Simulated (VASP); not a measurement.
# C (P6_3/mmc) in VASP: relaxation of cell and atoms with PBE

Aim: the relaxation of cell and atoms of C with PBE.

Program: VASP 6.6.1. These are calculated values, not measurements. Logs are shortened: lines on timing, memory, paths and dates and some standing lists are left out, and cuts for length are marked.

### 1 The cell of the first run

It takes space group P6_3/mmc (No. 194, hexagonal). Conventional cell: a = 2.460 Å, b = 2.460 Å, c = 6.700 Å, α = 90.00°, β = 90.00°, γ = 120.00°. C (site symmetry -6m2) has 3 C at 1.42 Å within 1.9 Å. C (site symmetry -6m2) has 3 C at 1.42 Å within 1.9 Å.

### 2 Relaxation of cell and atoms, PBE

Input file INCAR:

```
PREC = Accurate
ENCUT = 910
EDIFF = 1E-7
ISMEAR = 0
SIGMA = 0.05
LREAL = F
LASPH = T
NELM = 120
ALGO = Normal
ISIF = 3
LWAVE = F
LCHARG = F
GGA = PE
IBRION = 2
NSW = 80
EDIFFG = -0.01
GGA_COMPAT = F
NELMIN = 4
```

Input file KPOINTS:

```
Automatic mesh
0
Gamma
  24 24 8
```

Input file POSCAR:

```
C
1.0
    2.4600000000      0.0000000000      0.0000000000
   -1.2300000000      2.1304224933      0.0000000000
    0.0000000000      0.0000000000      6.7000000000
C
4
Direct
    0.0000000000      0.0000000000      0.2500000000
    0.3333333333      0.6666666667      0.2500000000
    0.0000000000      0.0000000000      0.7500000000
    0.6666666667      0.3333333333      0.7500000000
```

Potentials or basis: VASP PAW PBE potentials, release 64 (C_h).

On the command line:

```bash
cat potpaw_PBE.64/C_h/POTCAR > POTCAR
mpirun -np 1 vasp_std > vasp.out
```

OUTCAR:

```text
PREC = Accurate
   ENCUT = 910
   EDIFF = 1E-7
   ISMEAR = 0
   LREAL = F
   LASPH = T
   NELM = 120
   ISIF = 3
   GGA = PE
   IBRION = 2
   NSW = 80
   EDIFFG = -0.01
   NELMIN = 4

 ion  position               nearest neighbor table
   1  0.000  0.000  0.250-   2 1.42   2 1.42   2 1.42
   2  0.333  0.667  0.250-   1 1.42   1 1.42   1 1.42
   3  0.000  0.000  0.750-   4 1.42   4 1.42   4 1.42
   4  0.667  0.333  0.750-   3 1.42   3 1.42   3 1.42

  LATTYP: Found a hexagonal cell.
 ALAT       =     2.4600000000
 C/A-ratio  =     2.7235772358

  Lattice vectors:

 A1 = (   2.4600000000,   0.0000000000,   0.0000000000)
 A2 = (  -1.2300000000,   2.1304224933,   0.0000000000)
 A3 = (   0.0000000000,   0.0000000000,   6.7000000000)

Analysis of symmetry for initial positions (statically):
=====================================================================
 Subroutine PRICEL returns:
 Original cell was already a primitive cell.

 Routine SETGRP: Setting up the symmetry group for a
 hexagonal supercell.

 Subroutine GETGRP returns: Found 24 space group operations
 (whereof 12 operations were pure point group operations)
 out of a pool of 24 trial point group operations.

The static configuration has the point symmetry D_3d.
 The point group associated with its full space group is D_6h.

Analysis of symmetry for dynamics (positions and initial velocities):
=====================================================================
 Subroutine PRICEL returns:
 Original cell was already a primitive cell.

 Routine SETGRP: Setting up the symmetry group for a
 hexagonal supercell.

 Subroutine GETGRP returns: Found 24 space group operations
 (whereof 12 operations were pure point group operations)
 out of a pool of 24 trial point group operations.

The dynamic configuration has the point symmetry D_3d.
 The point group associated with its full space group is D_6h.

 Subroutine INISYM returns: Found 24 space group operations
 (whereof 12 operations are pure point group operations),
 and found     1 'primitive' translations

----------------------------------------------------------------------------------------

                                     Primitive cell

  volume of cell :      35.1136

  direct lattice vectors                    reciprocal lattice vectors
     2.460000000  0.000000000  0.000000000     0.406504065  0.234695231  0.000000000
    -1.230000000  2.130422493  0.000000000     0.000000000  0.469390463  0.000000000
     0.000000000  0.000000000  6.700000000     0.000000000  0.000000000  0.149253731

  length of vectors
     2.460000000  2.460000000  6.700000000     0.469390463  0.469390463  0.149253731

  position of ions in fractional coordinates (direct lattice)
     0.000000000  0.000000000  0.250000000
     0.333333333  0.666666667  0.250000000
     0.000000000  0.000000000  0.750000000
     0.666666667  0.333333333  0.750000000

  ion indices of the primitive-cell ions
   primitive index   ion index
                 1           1
                 2           2
                 3           3
                 4           4

----------------------------------------------------------------------------------------

 KPOINTS: Automatic mesh

Automatic generation of k-mesh.
 Grid dimensions read from file:
 generate k-points for:   24   24    8

 Generating k-lattice:

  Cartesian coordinates                     Fractional coordinates (reciprocal lattice)
     0.016937669  0.009778968  0.000000000     0.041666667  0.000000000  0.000000000
     0.000000000  0.019557936  0.000000000     0.000000000  0.041666667  0.000000000
     0.000000000  0.000000000  0.018656716     0.000000000  0.000000000  0.125000000

  Length of vectors
     0.019557936  0.019557936  0.018656716

  Shift w.r.t. Gamma in fractional coordinates (k-lattice)
     0.000000000  0.000000000  0.000000000

 Subroutine IBZKPT returns following result:
 ===========================================

 Found    305 irreducible k-points:

 Following reciprocal coordinates:
            Coordinates               Weight
  0.000000  0.000000  0.000000      1.000000
  0.041667 -0.000000  0.000000      6.000000
  0.083333 -0.000000  0.000000      6.000000
  0.125000  0.000000  0.000000      6.000000
  0.166667 -0.000000  0.000000      6.000000
  0.208333 -0.000000  0.000000      6.000000
[... 16 lines left out ...]
  0.416667  0.041667  0.000000     12.000000
  0.458333  0.041667  0.000000     12.000000
 [... further k-points ...]
   k-points           NKPTS =    305   k-points in BZ     NKDIM =    305   number of bands    NBANDS=     12
   number of dos      NEDOS =    301   number of ions     NIONS =      4
   total plane-waves  NPLWV =  40320
   dimension x,y,z NGX =    24 NGY =   24 NGZ =   70
   dimension x,y,z NGXF=    48 NGYF=   48 NGZF=  140
   ions per type =               4
   NGX,Y,Z   is equivalent  to a cutoff of  16.22, 16.22, 17.37 a.u.
   NGXF,Y,Z  is equivalent  to a cutoff of  32.44, 32.44, 34.74 a.u.
 SYSTEM =  unknown system
   PREC   = accura    normal or accurate (medium, high low for compatibility)
   ISTART =      0    job   : 0-new  1-cont  2-samecut
   ICHARG =      2    charge: 1-file 2-atom 10-const
   ISPIN  =      1    spin polarized calculation?
   LNONCOLLINEAR =      F non collinear calculations
   LSORBIT =      F    spin-orbit coupling
   LASPH  =      T    aspherical Exc in radial PAW
   ENCUT  =  910.0 eV  66.88 Ry    8.18 a.u.   6.05  6.05 16.48*2*pi/ulx,y,z
   NELM   =    120;   NELMIN=  4; NELMDL= -5     # of ELM steps
   EDIFF  = 0.1E-06   stopping-criterion for ELM
   LREAL  =      F    real-space projection
   EDIFFG = -.1E-01   stopping-criterion for IOM
   NSW    =     80    number of steps for IOM
   IBRION =      2    ionic relax: 0-MD 1-quasi-New 2-CG
   NFREE  =      1    steps in history (QN), initial steepest desc. (CG)
   ISIF   =      3    stress and relaxation
   ISYM   =      2    0-nonsym 1-usesym 2-fastsym
   POTIM  = 0.5000    time-step for ionic-motion
   TEBEG  =    0.0;   TEEND  =   0.0 temperature during run
   PSTRESS=    0.0 pullay stress
   NELECT =      16.0000    total number of electrons
   NUPDOWN=      -1.0000    fix difference up-down
   EMIN   =  10.00;   EMAX   =-10.00  energy-range for DOS
   EFERMI =   0.00;   METHOD = LEGACY
   ISMEAR =     0;   SIGMA  =   0.05  broadening in eV -4-tet -1-fermi 0-gaus
   EFERMI_NEDOS =   21; number of points for ismear=-14 and -15
   IALGO  =     38    algorithm
   IMIX   =      4    mixing-type and parameters
     AMIX     =   0.40;   BMIX     =  1.00
     AMIX_MAG =   1.60;   BMIX_MAG =  1.00
  volume/ion in A,a.u.               =       8.78        59.24
  Fermi-wavevector in a.u.,A,eV,Ry     =   1.259765  2.380611 21.592560  1.587008
  Thomas-Fermi vector in A             =   2.393309
   LORBIT       =      0    0 simple, 1 ext, 2 COOP (PROOUT), +10 PAW based schemes
   GGA     = PE    functional components
   LHFCALC =     F    Hartree Fock is set to
   AEXX    =    0.0000 exact exchange contribution
   IVDW    =     0    specifies the selected vdW correction
   LEPSILON=     F    determine dielectric tensor
   LRPA    =     F    only Hartree local field effects (RPA)
 conjugate gradient relaxation of ions
 non-spin polarized calculation
 Gauss-broadening in eV      SIGMA  =   0.05
  energy-cutoff  :      910.00
  volume of cell :       35.11
 maximum number of plane-waves:      2238
   NGX = 13   NGY = 13   NGZ = 33

--------------------------------------- Ionic step        1  -------------------------------------------

 number of electron      16.0000001 magnetization

 Free energy of the ion-electron system (eV)
  ---------------------------------------------------
  ext. energy  EPLUGINS =         0.00000000
  ---------------------------------------------------
  free energy    TOTEN  =       -36.91279088 eV

  energy without entropy =      -36.91258132  energy(sigma->0) =      -36.91268610

------------------------ aborting loop because EDIFF is reached ----------------------------------------

  FORCE on cell =-STRESS in cart. coord.  units (eV):
  Direction    XX          YY          ZZ          XY          YZ          ZX
  --------------------------------------------------------------------------------------
  -------------------------------------------------------------------------------------
  Total        0.5584244      0.5584244      0.7287676      0.0000000     -0.0000000     -0.0000000
  in kB       25.4799932     25.4799932     33.2524758      0.0000000     -0.0000000     -0.0000000
  external PRESSURE =      28.0708208 kB  Pullay stress =       0.0000000 kB
[... 137 lines left out ...]
  energy  without entropy=      -36.9230289017  energy(sigma->0) =      -36.92313514

--------------------------------------- Ionic step        5  -------------------------------------------

 number of electron      16.0000001 magnetization

 E-fermi :   5.0421     XC(G=0): -10.0969

 val. band max:        5.0395090755   @ k =   0.3333   0.3333   0.5000
 cond. band min:       5.0423159512   @ k =   0.3333   0.3333   0.2500
 fundamental gap:      0.0028068758
 Fermi energy:         5.0420691378

 k-point     1 :       0.0000    0.0000    0.0000
  band No.  band energies     occupation
      1     -14.5588      2.00000
      2     -14.3461      2.00000
      3      -3.2889      2.00000
      4      -1.7179      2.00000
      5       2.0060      2.00000
      6       2.0060      2.00000
      7       2.0175      2.00000
      8       2.0175      2.00000
      9       9.0044      0.00000
     10      13.3541      0.00000
     11      13.3543      0.00000
     12      13.3897      0.00000
[... 494 lines left out ...]
  energy  without entropy=      -36.9446274197  energy(sigma->0) =      -36.94473701

--------------------------------------- Ionic step        9  -------------------------------------------

 number of electron      16.0000001 magnetization

 Free energy of the ion-electron system (eV)
  ---------------------------------------------------
  ext. energy  EPLUGINS =         0.00000000
  ---------------------------------------------------
  free energy    TOTEN  =       -36.94536424 eV

  energy without entropy =      -36.94514511  energy(sigma->0) =      -36.94525467

 E-fermi :   4.6538     XC(G=0):  -9.7877

 val. band max:        4.6520461359   @ k =   0.3333   0.3333   0.5000
 cond. band min:       4.6538592625   @ k =   0.3333   0.3333   0.2500
 fundamental gap:      0.0018131266
 Fermi energy:         4.6538045632

 k-point     1 :       0.0000    0.0000    0.0000
  band No.  band energies     occupation
      1     -14.9409      2.00000
      2     -14.7954      2.00000
      3      -3.5433      2.00000
      4      -2.3194      2.00000
      5       1.6093      2.00000
      6       1.6093      2.00000
      7       1.6162      2.00000
      8       1.6162      2.00000
      9       8.3271      0.00000
     10      12.9756      0.00000
     11      12.9756      0.00000
     12      12.9991      0.00000
[... 376 lines left out ...]
  FREE ENERGIE OF THE ION-ELECTRON SYSTEM (eV)
  ---------------------------------------------------
  free  energy   TOTEN  =       -36.9453642382 eV

  energy  without entropy=      -36.9451451078  energy(sigma->0) =      -36.94525467

 reached required accuracy - stopping structural energy minimisation
```

It took 7.1 min on 1 thread of Intel Xeon 6975P-C (Granite Rapids), shared host; peak memory 0.36 GiB.

What came out:

| Property | Result |
| --- | --- |
| Free energy | -36.9454 eV |
| Relaxed volume | 9.65 Å³/atom |
| Relaxed cell | a = 2.465 Å, b = 2.465 Å, c = 7.332 Å, α = 90.00°, β = 90.00°, γ = 120.00° |
| Space group after relaxing (to 0.1 Å) | P6_3/mmc (No. 194) |
| Energy gained by relaxing | 8.1 meV/atom |
| Ionic steps | 9 |
| Pressure after relaxing | 0.0 GPa |
| Band gap on the k mesh | zero (bands 8 and 9 overlap by 0.01 eV) |

Step by step:
```
step  energy change (eV)  largest force (eV/Å)  pressure (GPa)  volume (Å³)
   1              0.0000                0.0000            2.81        35.11
   2             -0.0011                0.0000           -2.83        35.90
   3             -0.0038                0.0000           -0.31        35.54
   4             -0.0105                0.0000           -0.26        35.89
   5             -0.0248                0.0000           -0.07        36.93
   6             -0.0319                0.0000            0.30        39.01
   7             -0.0326                0.0000            0.23        38.55
   8             -0.0321                0.0000           -1.04        38.77
   9             -0.0326                0.0000            0.00        38.58
```

Final structure:
```
CELL_PARAMETERS angstrom
2.46503 0.00000 0.00000
-1.23251 2.13478 0.00000
0.00000 0.00000 7.33226
ATOMIC_POSITIONS crystal
C 0.00000 0.00000 0.25000
C 0.33333 0.66667 0.25000
C 0.00000 0.00000 0.75000
C 0.66667 0.33333 0.75000
```

Caveat: the cutoff is under 1.25 times the usual one of these potentials, so pressure, stress and relaxed cells hold a basis-set (Pulay) error; this functional lacks dispersion, which binds the layers, so the pressure and a relaxed spacing across them are unreliable.
